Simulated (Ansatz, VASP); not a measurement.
# One calculation of Al2Cu, two programs

File INCAR:

```
  PREC = Accurate
  ENCUT = 520
  EDIFF = 1E-6
  ISMEAR = 0
  SIGMA = 0.15
  LREAL = False
  LASPH = True
  NELM = 60
  ALGO = Fast
  ISIF = 2
  LWAVE = False
  LCHARG = False
  GGA = CA
  NBANDS = 16
```

File KPOINTS:

```
Automatic mesh
0
Gamma
  14 14 14
```

File POSCAR:

```
Al2Cu
1.0
   -2.1450084207      2.1450084207      2.6933500000
    2.1450084207     -2.1450084207      2.6933500000
    2.1450084207      2.1450084207     -2.6933500000
Al Cu
2 1
Direct
    0.7500000000      0.2500000000      0.5000000000
    0.2500000000      0.7500000000      0.5000000000
    0.5000000000      0.5000000000      0.0000000000
```

Input for Ansatz:

```yaml
crystal:
  lattice:
    - [-2.1450084207, 2.1450084207, 2.69335]
    - [2.1450084207, -2.1450084207, 2.69335]
    - [2.1450084207, 2.1450084207, -2.69335]
  atoms:
    - { symbol: Al, position: [0.75, 0.25, 0.5] }
    - { symbol: Al, position: [0.25, 0.75, 0.5] }
    - { symbol: Cu, position: [0.5, 0.5, 0.0] }
basis:
  ecutwfc: 520.0
kpoints:
  mp_grid: { grid: [14, 14, 14] }
hamiltonian:
  xc: lda
  pseudopotentials: { kind: paw, azcp: { folder: soft_1 } }
scf:
  occupations: { method: gaussian, width: 0.15 }
output:
  forces: true
  stress: true
  eigenvalues: true
```

Alike in both runs: task single point; functional LDA; k mesh 14 × 14 × 14; occupations gaussian, width 0.15 eV; no spin polarisation.

|  | VASP | Ansatz |
| --- | --- | --- |
| version | VASP 6.6.1 | Ansatz 0.2.0 |
| potentials or method | VASP PAW LDA potentials, release 64 (Al, Cu), cutoff 520 eV | scalar-relativistic, plane waves, PAW |
| valence electrons in the cell | 17 | 25 |

```tsv
	VASP	Ansatz	Ansatz less VASP
gap on the k mesh at the Fermi level (eV)	none	none	-
pressure (GPa)	-6.3	-6.6	-0.36
traceless stress, the component that is largest in VASP (GPa)	7.78	7.87	+0.084
```

Ansatz warns that its potentials were made for another functional, while VASP's fit it. LDA's correlation is that of Perdew and Zunger in VASP and of Perdew and Wang (1992) in Ansatz. A gap of «none» marks a metal or a gap that the smearing closes. VASP's potentials hold 17 valence electrons a cell and Ansatz's 25, so a difference there can come from the potentials and not from the codes.
